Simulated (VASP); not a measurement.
# Co (P6_3/mmc) in VASP: a series of runs

Aim: see how the results for Co move with the level of theory and the settings. Levels: LDA, RPBE. Tasks: single point.

Program: VASP 6.6.1. These are calculated values, not measurements. Logs are shortened: lines on timing, memory, paths and dates and some standing lists are left out, and cuts for length are marked.

### 1 The cell of the first run

The structure is hexagonal, space group P6_3/mmc (No. 194). The conventional cell has a = 2.472 Å, b = 2.472 Å, c = 4.021 Å, α = 90.00°, β = 90.00°, γ = 120.00°. Co (site symmetry -6m2) has 12 Co at 2.47 Å within 3.3 Å.

### 2 Single point, LDA, collinear spin, ferromagnetic start

Contents of INCAR:

```
ALGO = Normal
EDIFF = 1E-6
ENCUT = 690
GGA_COMPAT = F
ISIF = 2
ISMEAR = -1
ISPIN = 2
LASPH = T
LCHARG = F
LMAXMIX = 4
LORBIT = 11
LREAL = F
LWAVE = F
MAGMOM = 1.83 1.83
NBANDS = 28
NELM = 200
PREC = Accurate
SIGMA = 0.025851999786435532
```

Contents of KPOINTS:

```
k-points
0
Gamma
  3 3 1
```

Contents of POSCAR:

```
Co
1.0
    2.4719999032      0.0000000000      0.0000000000
   -1.2359999516      2.1408147143      0.0000000000
    0.0000000000      0.0000000000      4.0211440800
Co
2
Direct
    0.3333333333      0.6666666667      0.2500000000
    0.6666666667      0.3333333333      0.7500000000
```

Potentials or basis: VASP PAW LDA potentials, release 64 (Co_sv).

On the command line:

```
$ cat potpaw_LDA.64/Co_sv/POTCAR > POTCAR
$ mpirun -np 1 vasp_std > vasp.out
```

OUTCAR:

```text
EDIFF = 1E-6
   ENCUT = 690
   ISIF = 2
   ISMEAR = -1
   ISPIN = 2
   LASPH = T
   LORBIT = 11
   LREAL = F
   NELM = 200
   PREC = Accurate

 ion  position               nearest neighbor table
   1  0.333  0.667  0.250-   2 2.47   2 2.47   2 2.47   2 2.47   2 2.47   2 2.47
   2  0.667  0.333  0.750-   1 2.47   1 2.47   1 2.47   1 2.47   1 2.47   1 2.47

  LATTYP: Found a hexagonal cell.
 ALAT       =     2.4719999032
 C/A-ratio  =     1.6266764715

  Lattice vectors:

 A1 = (   2.4719999032,   0.0000000000,   0.0000000000)
 A2 = (  -1.2359999516,   2.1408147143,   0.0000000000)
 A3 = (   0.0000000000,   0.0000000000,   4.0211440800)

Analysis of symmetry for initial positions (statically):
=====================================================================
 Subroutine PRICEL returns:
 Original cell was already a primitive cell.

 Routine SETGRP: Setting up the symmetry group for a
 hexagonal supercell.

 Subroutine GETGRP returns: Found 24 space group operations
 (whereof 12 operations were pure point group operations)
 out of a pool of 24 trial point group operations.

The static configuration has the point symmetry D_3d.
 The point group associated with its full space group is D_6h.

Analysis of symmetry for dynamics (positions and initial velocities):
=====================================================================
 Subroutine PRICEL returns:
 Original cell was already a primitive cell.

 Routine SETGRP: Setting up the symmetry group for a
 hexagonal supercell.

 Subroutine GETGRP returns: Found 24 space group operations
 (whereof 12 operations were pure point group operations)
 out of a pool of 24 trial point group operations.

The dynamic configuration has the point symmetry D_3d.
 The point group associated with its full space group is D_6h.

Analysis of structural, dynamic, and magnetic symmetry:
=====================================================================
 Subroutine PRICEL returns:
 Original cell was already a primitive cell.

 Routine SETGRP: Setting up the symmetry group for a
 hexagonal supercell.

 Subroutine GETGRP returns: Found 24 space group operations
 (whereof 12 operations were pure point group operations)
 out of a pool of 24 trial point group operations.

The overall configuration has the point symmetry D_3d.
 The point group associated with its full space group is D_6h.

 Subroutine INISYM returns: Found 24 space group operations
 (whereof 12 operations are pure point group operations),
 and found     1 'primitive' translations

----------------------------------------------------------------------------------------

                                     Primitive cell

  volume of cell :      21.2803

  direct lattice vectors                    reciprocal lattice vectors
     2.471999903  0.000000000  0.000000000     0.404530760  0.233555943  0.000000000
    -1.235999952  2.140814714  0.000000000     0.000000000  0.467111887  0.000000000
     0.000000000  0.000000000  4.021144080     0.000000000  0.000000000  0.248685444

  length of vectors
     2.471999903  2.471999903  4.021144080     0.467111887  0.467111887  0.248685444

  position of ions in fractional coordinates (direct lattice)
     0.333333333  0.666666667  0.250000000
     0.666666667  0.333333333  0.750000000

  ion indices of the primitive-cell ions
   primitive index   ion index
                 1           1
                 2           2

----------------------------------------------------------------------------------------

 KPOINTS: k-points

Automatic generation of k-mesh.
 Grid dimensions read from file:
 generate k-points for:    3    3    1

 Generating k-lattice:

  Cartesian coordinates                     Fractional coordinates (reciprocal lattice)
     0.134843587  0.077851981  0.000000000     0.333333333 -0.000000000  0.000000000
     0.000000000  0.155703962  0.000000000     0.000000000  0.333333333  0.000000000
     0.000000000  0.000000000  0.248685444     0.000000000  0.000000000  1.000000000

  Length of vectors
     0.155703962  0.155703962  0.248685444

  Shift w.r.t. Gamma in fractional coordinates (k-lattice)
     0.000000000  0.000000000  0.000000000

 Subroutine IBZKPT returns following result:
 ===========================================

 Found      3 irreducible k-points:

 Following reciprocal coordinates:
            Coordinates               Weight
  0.000000  0.000000  0.000000      1.000000
  0.333333 -0.000000  0.000000      6.000000
  0.333333  0.333333  0.000000      2.000000
   k-points           NKPTS =      3   k-points in BZ     NKDIM =      3   number of bands    NBANDS=     28
   number of dos      NEDOS =    301   number of ions     NIONS =      2
   total plane-waves  NPLWV =  20736
   dimension x,y,z NGX =    24 NGY =   24 NGZ =   36
   dimension x,y,z NGXF=    48 NGYF=   48 NGZF=   72
   ions per type =               2
   NGX,Y,Z   is equivalent  to a cutoff of  16.14, 16.14, 14.88 a.u.
   NGXF,Y,Z  is equivalent  to a cutoff of  32.28, 32.28, 29.77 a.u.
 SYSTEM =  unknown system
   PREC   = accura    normal or accurate (medium, high low for compatibility)
   ISTART =      0    job   : 0-new  1-cont  2-samecut
   ICHARG =      2    charge: 1-file 2-atom 10-const
   ISPIN  =      2    spin polarized calculation?
   LNONCOLLINEAR =      F non collinear calculations
   LSORBIT =      F    spin-orbit coupling
   LASPH  =      T    aspherical Exc in radial PAW
   ENCUT  =  690.0 eV  50.71 Ry    7.12 a.u.   5.29  5.29  8.61*2*pi/ulx,y,z
   NELM   =    200;   NELMIN=  2; NELMDL= -5     # of ELM steps
   EDIFF  = 0.1E-05   stopping-criterion for ELM
   LREAL  =      F    real-space projection
   EDIFFG = 0.1E-04   stopping-criterion for IOM
   NSW    =      0    number of steps for IOM
   IBRION =     -1    ionic relax: 0-MD 1-quasi-New 2-CG
   NFREE  =      0    steps in history (QN), initial steepest desc. (CG)
   ISIF   =      2    stress and relaxation
   ISYM   =      2    0-nonsym 1-usesym 2-fastsym
   POTIM  = 0.5000    time-step for ionic-motion
   TEBEG  =    0.0;   TEEND  =   0.0 temperature during run
   PSTRESS=    0.0 pullay stress
   NELECT =      34.0000    total number of electrons
   NUPDOWN=      -1.0000    fix difference up-down
   EMIN   =  10.00;   EMAX   =-10.00  energy-range for DOS
   EFERMI =   0.00;   METHOD = LEGACY
   ISMEAR =    -1;   SIGMA  =   0.03  broadening in eV -4-tet -1-fermi 0-gaus
   EFERMI_NEDOS =   21; number of points for ismear=-14 and -15
   IALGO  =     38    algorithm
   IMIX   =      4    mixing-type and parameters
     AMIX     =   0.40;   BMIX     =  1.00
     AMIX_MAG =   1.60;   BMIX_MAG =  1.00
  volume/ion in A,a.u.               =      10.64        71.80
  Fermi-wavevector in a.u.,A,eV,Ry     =   1.913854  3.616659 49.835912  3.662836
  Thomas-Fermi vector in A             =   2.949907
   LORBIT       =     11    0 simple, 1 ext, 2 COOP (PROOUT), +10 PAW based schemes
   GGA     = CA    functional components
   LHFCALC =     F    Hartree Fock is set to
   AEXX    =    0.0000 exact exchange contribution
   IVDW    =     0    specifies the selected vdW correction
   LEPSILON=     F    determine dielectric tensor
   LRPA    =     F    only Hartree local field effects (RPA)
 spin polarized calculation
  energy-cutoff  :      690.00
  volume of cell :       21.28
 maximum number of plane-waves:       885
 NGX is ok and might be reduce to    24
   NGX = 11   NGY = 11   NGZ = 17

 number of electron      34.0000034 magnetization       3.7776700

 Free energy of the ion-electron system (eV)
  ---------------------------------------------------
  ext. energy  EPLUGINS =         0.00000000
  ---------------------------------------------------
  free energy    TOTEN  =       -16.75906341 eV

  energy without entropy =      -16.75355160  energy(sigma->0) =      -16.75630751

 E-fermi :  11.8370     XC(G=0): -14.4336

 val. band max:       11.6421258804   @ k =   0.3333   0.3333   0.0000
 cond. band min:      11.8535350327   @ k =   0.0000   0.0000   0.0000
 fundamental gap:      0.2114091523
 Fermi energy:        11.8370476010

 spin component 1

 k-point     1 :       0.0000    0.0000    0.0000
  band No.  band energies     occupation
      1     -83.0687      1.00000
      2     -83.0049      1.00000
      3     -46.9227      1.00000
      4     -46.7895      1.00000
      5     -46.7895      1.00000
      6     -46.7389      1.00000
[... 20 lines left out ...]
     27      37.8731      0.00000
     28      37.8731      0.00000

 k-point     2 :       0.3333   -0.0000    0.0000
  band No.  band energies     occupation
      1     -83.0242      1.00000
      2     -82.9876      1.00000
      3     -46.9909      1.00000
      4     -46.9395      1.00000
      5     -46.8511      1.00000
      6     -46.8185      1.00000
[... 20 lines left out ...]
     27      35.3468      0.00000
     28      38.3572      0.00000

 k-point     3 :       0.3333    0.3333    0.0000
  band No.  band energies     occupation
      1     -82.9904      1.00000
      2     -82.9904      1.00000
      3     -47.0038      1.00000
      4     -46.9523      1.00000
      5     -46.9523      1.00000
      6     -46.8976      1.00000
[... 20 lines left out ...]
     27      27.7904      0.00000
     28      45.3381      0.00000
 Fermi energy:        11.8370476010

 spin component 2

 k-point     1 :       0.0000    0.0000    0.0000
  band No.  band energies     occupation
      1     -80.9431      1.00000
      2     -80.8745      1.00000
      3     -44.9584      1.00000
      4     -44.6868      1.00000
      5     -44.6868      1.00000
      6     -44.6322      1.00000
[... 20 lines left out ...]
     27      38.5040      0.00000
     28      38.5040      0.00000

 k-point     2 :       0.3333   -0.0000    0.0000
  band No.  band energies     occupation
      1     -80.8955      1.00000
      2     -80.8561      1.00000
      3     -44.9056      1.00000
      4     -44.8495      1.00000
      5     -44.8449      1.00000
      6     -44.7534      1.00000
[... 20 lines left out ...]
     27      35.5384      0.00000
     28      38.9833      0.00000

 k-point     3 :       0.3333    0.3333    0.0000
  band No.  band energies     occupation
      1     -80.8592      1.00000
      2     -80.8592      1.00000
      3     -44.9196      1.00000
      4     -44.8632      1.00000
      5     -44.8632      1.00000
      6     -44.8034      1.00000
[... 20 lines left out ...]
     27      28.4247      0.00000
     28      45.6781      0.00000

------------------------ aborting loop because EDIFF is reached ----------------------------------------

  FORCE on cell =-STRESS in cart. coord.  units (eV):
  Direction    XX          YY          ZZ          XY          YZ          ZX
  --------------------------------------------------------------------------------------
  -------------------------------------------------------------------------------------
  Total       -1.5767632     -1.5767632     -2.6852125      0.0000000      0.0000000      0.0000000
  in kB     -118.7134390   -118.7134390   -202.1678421      0.0000000      0.0000000      0.0000000
  external PRESSURE =    -146.5315733 kB  Pullay stress =       0.0000000 kB

 VOLUME and BASIS-vectors are now :
 -----------------------------------------------------------------------------
  energy-cutoff  :      690.00
  volume of cell :       21.28
      direct lattice vectors                 reciprocal lattice vectors
     2.471999903  0.000000000  0.000000000     0.404530760  0.233555943  0.000000000
    -1.235999952  2.140814714  0.000000000     0.000000000  0.467111887  0.000000000
     0.000000000  0.000000000  4.021144080     0.000000000  0.000000000  0.248685444

 POSITION                                       TOTAL-FORCE (eV/Angst)
 -----------------------------------------------------------------------------------
     -0.00000      1.42721      1.00529        -0.000000      0.000000      0.000000
      1.23600      0.71360      3.01586         0.000000     -0.000000      0.000000
 -----------------------------------------------------------------------------------
    total drift:                               -0.000000      0.000000     -0.000000

  FREE ENERGIE OF THE ION-ELECTRON SYSTEM (eV)
  ---------------------------------------------------
  free  energy   TOTEN  =       -16.7590634145 eV

  energy  without entropy=      -16.7535516015  energy(sigma->0) =      -16.75630751

 total charge

# of ion       s       p       d       tot
------------------------------------------
    1        2.238   6.126   6.728  15.092
    2        2.238   6.126   6.728  15.092
--------------------------------------------------
tot          4.476  12.252  13.456  30.185

 magnetization (x)

# of ion       s       p       d       tot
------------------------------------------
    1        0.000   0.003   1.866   1.870
    2        0.000   0.003   1.866   1.870
--------------------------------------------------
tot          0.001   0.005   3.733   3.739
```

Run time: 6.7 s. Hardware: 1 thread of AMD EPYC 7R13 (Zen 3), shared host; peak memory 0.1 GiB.

What came out:

- Free energy: -16.7591 eV
- Pressure: -14.7 GPa
- Net moment: 3.78 μB per cell
- Site moments: Co +1.87 μB
- Valence electrons inside the program's atomic spheres: Co 15.09

Caveat: the k points lie up to 1.56 Å⁻¹ apart, too coarse for converged energies, forces and pressures.

### 3 Single point, RPBE, collinear spin, ferromagnetic start

Contents of INCAR:

```
SYSTEM = Co
PREC = Accurate
ENCUT = 690
EDIFF = 1E-6
ISMEAR = 0
SIGMA = 0.1
LREAL = .FALSE.
LASPH = .TRUE.
NELM = 200
ALGO = Normal
ISIF = 2
LWAVE = .FALSE.
LCHARG = .FALSE.
ISPIN = 2
MAGMOM = 1.83 1.83
LORBIT = 11
LMAXMIX = 4
GGA = RP
NBANDS = 28
GGA_COMPAT = .FALSE.
```

Contents of KPOINTS:

```
Automatic mesh
0
G
  3 3 2
  0 0 0
```

POSCAR is that of step 2.

Potentials or basis: VASP PAW PBE potentials, release 64 (Co_sv).

On the command line:

```
$ cat potpaw_PBE.64/Co_sv/POTCAR > POTCAR
$ mpirun -np 1 vasp_std > vasp.out
```

Wall time 34 s (1 thread of AMD EPYC 7R43 (Zen 3), shared host); peak memory 0.12 GiB.

Results (log left out):

```
Free energy                                           : -12.9248 eV
Pressure                                              : 11.0 GPa
Net moment                                            : 3.05 μB per cell
Site moments                                          : Co +1.62 μB
Valence electrons inside the program's atomic spheres : Co 15.05
```

Stress tensor (GPa, compression positive):
```
16.44  0.00  0.00
 0.00 16.44  0.00
 0.00  0.00  0.01
```

Levels at points of the mesh, in eV from the Fermi level:
Spin up:
```
           k point  band 16  band 17  band 18  band 19  band 20  band 21
(0.00, 0.00, 0.00)    -1.75    -1.75    -0.64    -0.64     0.01     6.57
(0.00, 0.00, 0.50)    -2.60    -0.97    -0.97    -0.97    -0.97    15.20
```
Spin down:
```csv
k point,band 12,band 13,band 14,band 15,band 16,band 17,band 18,band 19,band 20,band 21
"(0.00, 0.00, 0.00)",-0.81,-0.81,-0.43,-0.43,-0.25,-0.12,-0.12,1.12,1.12,7.57
"(0.00, 0.00, 0.50)",-1.52,-0.89,-0.89,-0.89,-0.89,0.79,0.79,0.79,0.79,15.54
```

Caveat: the k points lie up to 0.98 Å⁻¹ apart, too coarse for converged energies, forces and pressures; the PAW data sets were made with another functional, which shifts forces and pressure a little.
